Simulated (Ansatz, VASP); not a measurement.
# KTaO3: VASP beside Ansatz

INCAR

```
PREC     = Accurate       # precision mode
ENCUT    = 520            # plane-wave cutoff, eV
EDIFF    = 1E-8           # SCF threshold, eV
ISMEAR   = -1             # smearing method
SIGMA    = 0.01           # smearing width, eV
LREAL    = False          # projectors in reciprocal space
LASPH    = True           # aspherical terms in the spheres
NELM     = 80             # most SCF steps
ALGO     = Normal         # electronic algorithm
ISIF     = 2              # what is computed and relaxed
LWAVE    = False          # write WAVECAR
LCHARG   = False          # write CHGCAR
GGA      = PE             # functional
LEFG     = True         
NBANDS   = 27             # bands
```

Contents of KPOINTS:

```
Automatic mesh
0
Gamma
  5 5 5
```

File POSCAR:

```
KTaO3
1.0
    3.9883000000      0.0398830000      0.0398830000
    0.0398830000      3.9883000000      0.0398830000
    0.0398830000      0.0398830000      3.9883000000
K Ta O
1 1 3
Direct
    0.5000000000      0.5000000000      0.5000000000
    0.0000000000      0.0000000000      0.0000000000
    0.5000000000      0.0000000000      0.0000000000
    0.0000000000      0.5000000000      0.0000000000
    0.0000000000      0.0000000000      0.5000000000
```

Input for Ansatz:

```yaml
crystal:
  lattice:
    - [3.9883, 0.039883, 0.039883]
    - [0.039883, 3.9883, 0.039883]
    - [0.039883, 0.039883, 3.9883]
  atoms:
    - { symbol: K, position: [0.5, 0.5, 0.5] }
    - { symbol: Ta, position: [0.0, 0.0, 0.0] }
    - { symbol: O, position: [0.5, 0.0, 0.0] }
    - { symbol: O, position: [0.0, 0.5, 0.0] }
    - { symbol: O, position: [0.0, 0.0, 0.5] }
kpoints:
  mp_grid: { grid: [5, 5, 5] }
scf:
  occupations: { method: fermi_dirac, width: 0.01 }
hamiltonian:
  xc: pbe
  pseudopotentials: { kind: paw }
output:
  forces: true
  stress: true
  eigenvalues: true
  efg: { contact_densities: true }
```

Change from the starting cell: equal xy, yz and zx shear strains of +2 %, PAW files.

Alike in both runs: task electric field gradients; functional PBE; k mesh 5 × 5 × 5; occupations fermi-dirac, width 0.01 eV; no spin polarisation.

|  | VASP | Ansatz |
| --- | --- | --- |
| version | VASP 6.6.1 | Ansatz 0.2.0 |
| potentials or method | VASP PAW PBE potentials, release 64 (K_sv, Ta_pv, O) | PAW with Ansatz's default frozen-core files, scalar-relativistic |
| plane-wave cutoff (eV) | 520 | 420 |
| valence electrons in the cell | 38 | 40 |

```tsv
	VASP	Ansatz	Ansatz less VASP
gap on the k mesh at the Fermi level (eV)	2.24	2.29	+0.047
pressure (GPa)	6.1	5.5	-0.67
traceless stress, the component that is largest in VASP (GPa)	-2.01	-2.01	+0.001
size of Vzz on the site where it differs most (V/Å²)	45.4	52.8	+7.37
```

With one functional, cell and mesh, what is left measures potentials, basis and numerics. VASP's potentials hold 38 valence electrons a cell and Ansatz's 40, so a difference there can come from the potentials and not from the codes.

Neither program's run includes spin-orbit coupling.
